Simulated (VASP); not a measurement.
Set up this calculation in VASP 6.6.1, as the native input.

```
Task                               : single point
Functional                         : HSE06
Potentials or basis                : VASP PAW PBE potentials, release 64 (Cs_sv, Br)
Cutoff                             : 400 eV
k mesh                             : 4 × 4 × 4
Occupations                        : gaussian, width 0.01 eV
Spin                               : no spin polarisation
Dipole correction                  : no
Grid for exact exchange (PRECFOCK) : Normal
Further INCAR settings             : ALGO = Normal; EDIFF = 1e-06; NBANDS = 15
Screening parameter                : 0.2079 1/Å
```

CsBr:

```
Cs Br
1.0
     4.31938    0.00000    0.00000
     0.00000    4.31938    0.00000
     0.00000    0.00000    4.31938
Cs Br
1 1
Direct
  0.00000 0.00000 0.00000
  0.50000 0.50000 0.50000
```

These files were run (other wordings do the same):

POSCAR

```
CsBr
1.0
    4.3193781939      0.0000000000      0.0000000000
    0.0000000000      4.3193781939      0.0000000000
    0.0000000000      0.0000000000      4.3193781939
Cs Br
1 1
Direct
    0.0000000000      0.0000000000      0.0000000000
    0.5000000000      0.5000000000      0.5000000000
```

INCAR.step1

```
SYSTEM = CsBr
PREC     = Accurate       ! precision mode
ENCUT    = 400            ! plane-wave cutoff, eV
EDIFF    = 1E-5           ! SCF threshold, eV
ISMEAR   = 0              ! smearing method
SIGMA    = 0.01           ! smearing width, eV
LREAL    = .False.        ! projectors in reciprocal space
LASPH    = .True.         ! aspherical terms in the spheres
NELM     = 120            ! most SCF steps
ALGO     = Normal         ! electronic algorithm
ISIF     = 2              ! what is computed and relaxed
LWAVE    = .True.         ! write WAVECAR
GGA      = PE             ! functional
NBANDS   = 15             ! bands
GGA_COMPAT= .False.
```

INCAR.step2

```
SYSTEM = CsBr
PREC     = Accurate       ! precision mode
ENCUT    = 400            ! plane-wave cutoff, eV
EDIFF    = 1E-6           ! SCF threshold, eV
ISMEAR   = 0              ! smearing method
SIGMA    = 0.01           ! smearing width, eV
LREAL    = .False.        ! projectors in reciprocal space
LASPH    = .True.         ! aspherical terms in the spheres
NELM     = 120            ! most SCF steps
ALGO     = Normal         ! electronic algorithm
ISIF     = 2              ! what is computed and relaxed
LWAVE    = .False.        ! write WAVECAR
LCHARG   = .True.         ! write CHGCAR
GGA      = PE             ! functional
LHFCALC  = .True.         ! exact exchange
HFSCREEN = 0.2079         ! screening, 1/A
PRECFOCK = Normal       
LELF     = .True.         ! ELF
LVHAR    = .True.       
ISTART   = 1            
NBANDS   = 15             ! bands
GGA_COMPAT= .False.
```

KPOINTS

```
regular mesh
0
Gamma
  4 4 4
  0 0 0
```

Potentials or basis: VASP PAW PBE potentials, release 64 (Cs_sv, Br).

The run is started by

```sh
$ cat potpaw_PBE.64/Cs_sv/POTCAR potpaw_PBE.64/Br/POTCAR > POTCAR
$ cp INCAR.step1 INCAR
$ mpirun -np 1 vasp_std > vasp.out
$ cp INCAR.step2 INCAR
$ mpirun -np 1 vasp_std > vasp.out
```

Results of the run:

```json
{
 "Pressure": "0.4 GPa",
 "Band gap on the k mesh": "5.60 eV, indirect (least direct gap 5.60 eV)"
}
```

Caveat: the PAW data sets were made with another functional, which shifts forces and pressure a little; spin-orbit coupling is left out, which moves the levels of the heavy elements.

Run time: 2.4 min on 1 thread of Intel(R) Xeon(R) 6975P-C (Granite Rapids), with other jobs on the host, peak memory 0.26 GiB.
